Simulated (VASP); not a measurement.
Write the native input for VASP 6.6.1 that does the following.

- Task: single point
- Functional: PBEsol
- Potentials or basis: VASP PAW PBE potentials, release 64 (Ni, Si)
- Cutoff: 520 eV
- k mesh: 3 × 3 × 3
- Occupations: gaussian, width 0.05 eV
- Spin: collinear spin
- Starting moments: [0.13, 0.01, 0.01, 0.01, 0.01, 0.01, 0.01, 0.0, 0.03, 0.03, 0.03, 0.0, 0.03, 0.0, 0.0, 0.0] μB
- Hubbard terms: Ni d U = 5.0 eV
- Dipole correction: no
- Further INCAR settings: LREAL = Auto; ALGO = Normal; EDIFF = 1e-06; NBANDS = 53

The structure of Si15Ni lies in POSCAR:

```
Si15Ni
1.0
    0.0000000000      5.4370000000      5.4370000000
    5.4370000000      0.0000000000      5.4370000000
    5.4370000000      5.4370000000      0.0000000000
Ni Si
1 15
Direct
    1.0000000000      0.0000000000      1.0000000000
    0.0008460273      0.0008460273      0.4991539727
    0.0008460273      0.4991539727      0.0008460273
    0.0008460273      0.4991539727      0.4991539727
    0.4991539727      0.0008460273      0.0008460273
    0.4991539727      0.0008460273      0.4991539727
    0.4991539727      0.4991539727      0.0008460273
    0.5000000000      0.5000000000      0.5000000000
    0.1202211774      0.1202211774      0.1202211774
    0.1202211774      0.1202211774      0.6393364679
    0.1202211774      0.6393364679      0.1202211774
    0.1235527506      0.6254824165      0.6254824165
    0.6393364679      0.1202211774      0.1202211774
    0.6254824165      0.1235527506      0.6254824165
    0.6254824165      0.6254824165      0.1235527506
    0.6254824165      0.6254824165      0.6254824165
```

The input as run:

INCAR

```
PREC = Accurate
ENCUT = 520
EDIFF = 1E-6
ISMEAR = 0
SIGMA = 0.05
LREAL = Auto
LASPH = T
NELM = 150
ALGO = Normal
ISIF = 2
LWAVE = F
LCHARG = T
ISPIN = 2
MAGMOM = 0.13 0.01 0.01 0.01 0.01 0.01 0.01 0 0.03 0.03 0.03 0 0.03 0 0 0
LORBIT = 11
LMAXMIX = 4
LDAU = T
LDAUTYPE = 2
LDAUL = 2 -1
LDAUU = 5 0
LDAUJ = 0 0
LDAUPRINT = 1
GGA = PS
LELF = T
LVHAR = T
NBANDS = 53
```

KPOINTS

```
regular mesh
0
Gamma
  3 3 3
```

Potentials or basis: VASP PAW PBE potentials, release 64 (Ni, Si).

Command:

```bash
$ cat potpaw_PBE.64/Ni/POTCAR potpaw_PBE.64/Si/POTCAR > POTCAR
$ mpirun -np 1 vasp_std > vasp.out
```

It gave:

```yaml
Pressure: -2.5 GPa
Largest_force: 0.163 eV/Å
Net_moment: 0.66 μB per cell
Site_moments: Ni +0.18; Si +0.01, +0.00, +0.03 (each value once) μB
Valence_electrons_inside_the_program's_atomic_spheres: Ni 9.64; Si 1.67, 1.68, 1.64 (each value once)
```

Caveat: the PAW data sets were made with another functional, which shifts forces and pressure a little; the U is typed as a test and isn't derived for this compound.

It took 3.4 min on 1 thread of Intel(R) Xeon(R) 6975P-C (Granite Rapids), with other jobs on the host, peak memory 0.67 GiB.
